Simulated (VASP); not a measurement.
# AlAu2 (I4/mmm) in VASP: a series of runs

Runs on AlAu2. Level: LDA. Tasks: single point.

Program: VASP 6.6.1. These are calculated values, not measurements. Logs are shortened: lines on timing, memory, paths and dates and some standing lists are left out, and cuts for length are marked.

## (1) The cell of the first run

It takes space group I4/mmm (No. 139, tetragonal). The conventional cell has a = 3.398 Å, b = 3.398 Å, c = 8.189 Å, α = 90.00°, β = 90.00°, γ = 90.00°. Within 3.6 Å of Al (site symmetry 4/mmm) lie 10 Au at 2.70 to 2.86 Å and 4 Al at 3.40 Å. Au (site symmetry 4mm) has 9 Au at 2.48 to 3.40 Å and 5 Al at 2.70 to 2.86 Å within 3.4 Å.

## (2) Single point, LDA

File INCAR:

```
PREC = Accurate
ENCUT = 520
EDIFF = 1E-6
ISMEAR = 0
SIGMA = 0.15
LREAL = False
LASPH = True
NELM = 80
ALGO = Fast
ISIF = 2
LWAVE = False
LCHARG = False
GGA = CA
NBANDS = 20
```

File KPOINTS:

```
Automatic mesh
0
Gamma
  16 16 16
```

File POSCAR:

```
AlAu2
1.0
   -1.6988918846      1.6988918846      4.0946692203
    1.6988918846     -1.6988918846      4.0946692203
    1.6988918846      1.6988918846     -4.0946692203
Al Au
1 2
Direct
    0.0000000000      0.0000000000      0.0000000000
    0.6512674388      0.6512674388      0.0000000000
    0.3487325612      0.3487325612      0.0000000000
```

Potentials or basis: VASP PAW LDA potentials, release 64 (Al, Au).

On the command line:

```bash
> cat potpaw_LDA.64/Al/POTCAR potpaw_LDA.64/Au/POTCAR > POTCAR
> mpirun -np 1 vasp_std > vasp.out
```

OUTCAR:

```text
PREC = Accurate
   ENCUT = 520
   EDIFF = 1E-6
   ISMEAR = 0
   LREAL = False
   LASPH = True
   NELM = 80
   ISIF = 2
   GGA = CA

 ion  position               nearest neighbor table
   1  0.000  0.000  0.000-   2 2.70   2 2.70   2 2.70   3 2.70   2 2.70   3 2.70   3 2.70   3 2.70
                             2 2.86   3 2.86
   2  0.651  0.651  0.000-   3 2.48   1 2.70   1 2.70   1 2.70   1 2.70   1 2.86   3 2.90   3 2.90
                             3 2.90   3 2.90
   3  0.349  0.349  0.000-   2 2.48   1 2.70   1 2.70   1 2.70   1 2.70   1 2.86   2 2.90   2 2.90
                             2 2.90   2 2.90

  LATTYP: Found a body centered tetragonal cell.
 ALAT       =     3.3977837692
 C/A-ratio  =     2.4102000000

  Lattice vectors:

 A1 = (  -1.6988918846,   1.6988918846,   4.0946692203)
 A2 = (   1.6988918846,  -1.6988918846,   4.0946692203)
 A3 = (   1.6988918846,   1.6988918846,  -4.0946692203)

Analysis of symmetry for initial positions (statically):
=====================================================================
 Subroutine PRICEL returns:
 Original cell was already a primitive cell.

 Routine SETGRP: Setting up the symmetry group for a
 body centered tetragonal supercell.

 Subroutine GETGRP returns: Found 16 space group operations
 (whereof 16 operations were pure point group operations)
 out of a pool of 16 trial point group operations.

The static configuration has the point symmetry D_4h.

Analysis of symmetry for dynamics (positions and initial velocities):
=====================================================================
 Subroutine PRICEL returns:
 Original cell was already a primitive cell.

 Routine SETGRP: Setting up the symmetry group for a
 body centered tetragonal supercell.

 Subroutine GETGRP returns: Found 16 space group operations
 (whereof 16 operations were pure point group operations)
 out of a pool of 16 trial point group operations.

The dynamic configuration has the point symmetry D_4h.

 Subroutine INISYM returns: Found 16 space group operations
 (whereof 16 operations are pure point group operations),
 and found     1 'primitive' translations

----------------------------------------------------------------------------------------

                                     Primitive cell

  volume of cell :      47.2727

  direct lattice vectors                    reciprocal lattice vectors
    -1.698891885  1.698891885  4.094669220     0.000000000  0.294309488  0.122109986
     1.698891885 -1.698891885  4.094669220     0.294309488  0.000000000  0.122109986
     1.698891885  1.698891885 -4.094669220     0.294309488  0.294309488  0.000000000

  length of vectors
     4.747502848  4.747502848  4.747502848     0.318636035  0.318636035  0.416216469

  position of ions in fractional coordinates (direct lattice)
     0.000000000  0.000000000  0.000000000
     0.651267439  0.651267439  0.000000000
     0.348732561  0.348732561  0.000000000

  ion indices of the primitive-cell ions
   primitive index   ion index
                 1           1
                 2           2
                 3           3

----------------------------------------------------------------------------------------

 KPOINTS: Automatic mesh

Automatic generation of k-mesh.
 Grid dimensions read from file:
 generate k-points for:   16   16   16

 Generating k-lattice:

  Cartesian coordinates                     Fractional coordinates (reciprocal lattice)
     0.000000000  0.018394343  0.007631874     0.062500000 -0.000000000  0.000000000
     0.018394343  0.000000000  0.007631874    -0.000000000  0.062500000  0.000000000
     0.018394343  0.018394343  0.000000000     0.000000000  0.000000000  0.062500000

  Length of vectors
     0.019914752  0.019914752  0.026013529

  Shift w.r.t. Gamma in fractional coordinates (k-lattice)
     0.000000000  0.000000000  0.000000000

 Subroutine IBZKPT returns following result:
 ===========================================

 Found    349 irreducible k-points:

 Following reciprocal coordinates:
            Coordinates               Weight
  0.000000  0.000000  0.000000      1.000000
  0.062500  0.000000  0.000000      8.000000
  0.125000  0.000000  0.000000      8.000000
  0.187500  0.000000  0.000000      8.000000
  0.250000  0.000000  0.000000      8.000000
  0.312500 -0.000000  0.000000      8.000000
[... 16 lines left out ...]
 -0.125000  0.062500  0.000000     16.000000
 -0.062500  0.062500  0.000000      4.000000
 [... further k-points ...]
   k-points           NKPTS =    349   k-points in BZ     NKDIM =    349   number of bands    NBANDS=     20
   number of dos      NEDOS =    301   number of ions     NIONS =      3
   total plane-waves  NPLWV =  46656
   dimension x,y,z NGX =    36 NGY =   36 NGZ =   36
   dimension x,y,z NGXF=    72 NGYF=   72 NGZF=   72
   ions per type =               1   2
   NGX,Y,Z   is equivalent  to a cutoff of  12.61, 12.61, 12.61 a.u.
   NGXF,Y,Z  is equivalent  to a cutoff of  25.21, 25.21, 25.21 a.u.
 SYSTEM =  unknown system
   PREC   = accura    normal or accurate (medium, high low for compatibility)
   ISTART =      0    job   : 0-new  1-cont  2-samecut
   ICHARG =      2    charge: 1-file 2-atom 10-const
   ISPIN  =      1    spin polarized calculation?
   LNONCOLLINEAR =      F non collinear calculations
   LSORBIT =      F    spin-orbit coupling
   LASPH  =      T    aspherical Exc in radial PAW
   ENCUT  =  520.0 eV  38.22 Ry    6.18 a.u.   8.83  8.83  8.83*2*pi/ulx,y,z
   NELM   =     80;   NELMIN=  2; NELMDL= -5     # of ELM steps
   EDIFF  = 0.1E-05   stopping-criterion for ELM
   LREAL  =      F    real-space projection
   EDIFFG = 0.1E-04   stopping-criterion for IOM
   NSW    =      0    number of steps for IOM
   IBRION =     -1    ionic relax: 0-MD 1-quasi-New 2-CG
   NFREE  =      0    steps in history (QN), initial steepest desc. (CG)
   ISIF   =      2    stress and relaxation
   ISYM   =      2    0-nonsym 1-usesym 2-fastsym
   POTIM  = 0.5000    time-step for ionic-motion
   TEBEG  =    0.0;   TEEND  =   0.0 temperature during run
   PSTRESS=    0.0 pullay stress
   NELECT =      25.0000    total number of electrons
   NUPDOWN=      -1.0000    fix difference up-down
   EMIN   =  10.00;   EMAX   =-10.00  energy-range for DOS
   EFERMI =   0.00;   METHOD = LEGACY
   ISMEAR =     0;   SIGMA  =   0.15  broadening in eV -4-tet -1-fermi 0-gaus
   EFERMI_NEDOS =   21; number of points for ismear=-14 and -15
   IALGO  =     68    algorithm
   IMIX   =      4    mixing-type and parameters
     AMIX     =   0.40;   BMIX     =  1.00
     AMIX_MAG =   1.60;   BMIX_MAG =  1.00
  volume/ion in A,a.u.               =      15.76       106.34
  Fermi-wavevector in a.u.,A,eV,Ry     =   1.323888  2.501786 23.846668  1.752681
  Thomas-Fermi vector in A             =   2.453463
   LORBIT       =      0    0 simple, 1 ext, 2 COOP (PROOUT), +10 PAW based schemes
   GGA     = CA    functional components
   LHFCALC =     F    Hartree Fock is set to
   AEXX    =    0.0000 exact exchange contribution
   IVDW    =     0    specifies the selected vdW correction
   LEPSILON=     F    determine dielectric tensor
   LRPA    =     F    only Hartree local field effects (RPA)
 non-spin polarized calculation
 RMM-DIIS sequential band-by-band and
 Gauss-broadening in eV      SIGMA  =   0.15
  energy-cutoff  :      520.00
  volume of cell :       47.27
 maximum number of plane-waves:      1287
   NGX = 17   NGY = 17   NGZ = 17

 number of electron      25.0000000 magnetization

 Free energy of the ion-electron system (eV)
  ---------------------------------------------------
  ext. energy  EPLUGINS =         0.00000000
  ---------------------------------------------------
  free energy    TOTEN  =       -13.91430243 eV

  energy without entropy =      -13.90590282  energy(sigma->0) =      -13.91010263

 E-fermi :  10.1198     XC(G=0): -12.4573

 val. band max:       10.1084456208   @ k =   0.0625   0.0625   0.0625
 cond. band min:      10.1229752478   @ k =  -0.3750   0.1875   0.0625
 fundamental gap:      0.0145296270
 Fermi energy:        10.1197862979

 k-point     1 :       0.0000    0.0000    0.0000
  band No.  band energies     occupation
      1      -1.1716      2.00000
      2       3.4920      2.00000
      3       3.8151      2.00000
      4       4.0561      2.00000
      5       4.5557      2.00000
      6       4.5557      2.00000
[... 12 lines left out ...]
     19      17.6000      0.00000
     20      18.1975      0.00000

 k-point     2 :       0.0625    0.0000    0.0000
  band No.  band energies     occupation
      1      -1.1023      2.00000
      2       3.4917      2.00000
      3       3.8243      2.00000
      4       4.0609      2.00000
      5       4.3847      2.00000
      6       4.3931      2.00000
[... 12 lines left out ...]
     19      18.0152      0.00000
     20      19.0074      0.00000

 k-point     3 :       0.1250    0.0000    0.0000
  band No.  band energies     occupation
      1      -0.8963      2.00000
      2       3.4717      2.00000
      3       3.8485      2.00000
      4       3.9153      2.00000
      5       4.1951      2.00000
      6       4.3166      2.00000
[... 12 lines left out ...]
     19      19.1546      0.00000
     20      20.1386      0.00000

 k-point     4 :       0.1875    0.0000    0.0000
  band No.  band energies     occupation
      1      -0.5608      2.00000
      2       3.3767      2.00000
      3       3.6140      2.00000
      4       3.9019      2.00000
      5       4.0277      2.00000
      6       4.5115      2.00000
[... 12 lines left out ...]
     19      20.3407      0.00000
     20      20.9849      0.00000

 k-point     5 :       0.2500    0.0000    0.0000
  band No.  band energies     occupation
      1      -0.1094      2.00000
      2       3.1009      2.00000
      3       3.4934      2.00000
      4       3.9039      2.00000
      5       3.9201      2.00000
      6       4.7171      2.00000
[... 12 lines left out ...]
     19      21.0071      0.00000
     20      21.7227      0.00000

 k-point     6 :       0.3125   -0.0000    0.0000
  band No.  band energies     occupation
      1       0.4336      2.00000
      2       2.7921      2.00000
      3       3.4517      2.00000
      4       3.8301      2.00000
      5       3.9006      2.00000
      6       4.5241      2.00000
[... 12 lines left out ...]
     19      21.0359      0.00000
     20      21.6431      0.00000

 k-point     7 :       0.3750    0.0000    0.0000
  band No.  band energies     occupation
      1       1.0248      2.00000
      2       2.5298      2.00000
      3       3.4303      2.00000
      4       3.8064      2.00000
      5       3.8297      2.00000
      6       4.3369      2.00000
[... 12 lines left out ...]
     19      20.7869      0.00000
     20      21.6686      0.00000
[... 277 lines left out ...]
 k-point    20 :      -0.3125    0.0625   -0.0000
  band No.  band energies     occupation
      1       0.3954      2.00000
      2       2.8512      2.00000
      3       3.5347      2.00000
      4       3.7877      2.00000
      5       3.9769      2.00000
      6       4.5649      2.00000
[... 12 lines left out ...]
     19      20.1708      0.00000
     20      22.0006      0.00000

 k-point    21 :      -0.2500    0.0625    0.0000
  band No.  band energies     occupation
      1      -0.1296      2.00000
      2       3.1803      2.00000
      3       3.5808      2.00000
      4       3.8645      2.00000
      5       3.9938      2.00000
      6       4.6768      2.00000
[... 12 lines left out ...]
     19      20.8899      0.00000
     20      21.6935      0.00000

 k-point    22 :      -0.1875    0.0625    0.0000
  band No.  band energies     occupation
      1      -0.5594      2.00000
      2       3.5184      2.00000
      3       3.6412      2.00000
      4       3.9614      2.00000
      5       3.9968      2.00000
      6       4.3738      2.00000
[... 12 lines left out ...]
     19      20.4843      0.00000
     20      21.3835      0.00000

 k-point    23 :      -0.1250    0.0625    0.0000
  band No.  band energies     occupation
      1      -0.8722      2.00000
      2       3.6145      2.00000
      3       3.8800      2.00000
      4       3.9065      2.00000
      5       4.1539      2.00000
      6       4.2096      2.00000
[... 12 lines left out ...]
     19      19.2005      0.00000
     20      20.6753      0.00000

 k-point    24 :      -0.0625    0.0625    0.0000
  band No.  band energies     occupation
      1      -1.0553      2.00000
      2       3.5668      2.00000
      3       3.8515      2.00000
      4       4.0239      2.00000
      5       4.2774      2.00000
      6       4.3289      2.00000
[... 12 lines left out ...]
     19      18.0711      0.00000
     20      19.6191      0.00000

 [... further k-points ...]

------------------------ aborting loop because EDIFF is reached ----------------------------------------

  FORCE on cell =-STRESS in cart. coord.  units (eV):
  Direction    XX          YY          ZZ          XY          YZ          ZX
  --------------------------------------------------------------------------------------
  -------------------------------------------------------------------------------------
  Total       -0.3994162     -0.3994162      5.7932650     -0.0000000      0.0000000     -0.0000000
  in kB      -13.5371095    -13.5371095    196.3467329     -0.0000000      0.0000000     -0.0000000
  external PRESSURE =      56.4241713 kB  Pullay stress =       0.0000000 kB

 VOLUME and BASIS-vectors are now :
 -----------------------------------------------------------------------------
  energy-cutoff  :      520.00
  volume of cell :       47.27
      direct lattice vectors                 reciprocal lattice vectors
    -1.698891885  1.698891885  4.094669220     0.000000000  0.294309488  0.122109986
     1.698891885 -1.698891885  4.094669220     0.294309488  0.000000000  0.122109986
     1.698891885  1.698891885 -4.094669220     0.294309488  0.294309488  0.000000000

 POSITION                                       TOTAL-FORCE (eV/Angst)
 -----------------------------------------------------------------------------------
      0.00000      0.00000      0.00000        -0.000000     -0.000000      0.000000
      0.00000      0.00000      5.33345         0.000000      0.000000      2.656385
      0.00000      0.00000      2.85589         0.000000      0.000000     -2.656385
 -----------------------------------------------------------------------------------
    total drift:                               -0.000000     -0.000000     -0.000000

  FREE ENERGIE OF THE ION-ELECTRON SYSTEM (eV)
  ---------------------------------------------------
  free  energy   TOTEN  =       -13.9143024335 eV

  energy  without entropy=      -13.9059028175  energy(sigma->0) =      -13.91010263
```

Run time: 11 min. Hardware: 1 thread of Intel Xeon 8259CL, shared host; peak memory 0.41 GiB.

What came out:

```
Free energy            : -13.9143 eV
Pressure               : 5.6 GPa
Largest force          : 2.656 eV/Å
Band gap on the k mesh : zero (an odd number of electrons rules out a gap without spin polarisation)
```

Forces in eV/Å, atoms in the order of the input:
```
Al   0.000  0.000  0.000
Au   0.000  0.000  2.656
Au   0.000  0.000 -2.656
```

Stress tensor (GPa, compression positive):
```
-1.35  0.00  0.00
 0.00 -1.35  0.00
 0.00  0.00 19.63
```

Caveat: the cell stands under pressure; spin-orbit coupling is left out, which moves the levels of the heavy elements; forces of over 1 eV/Å act on the atoms, so gaps and moduli don't describe the material at rest.

(Part 1 of 2 ends here.)
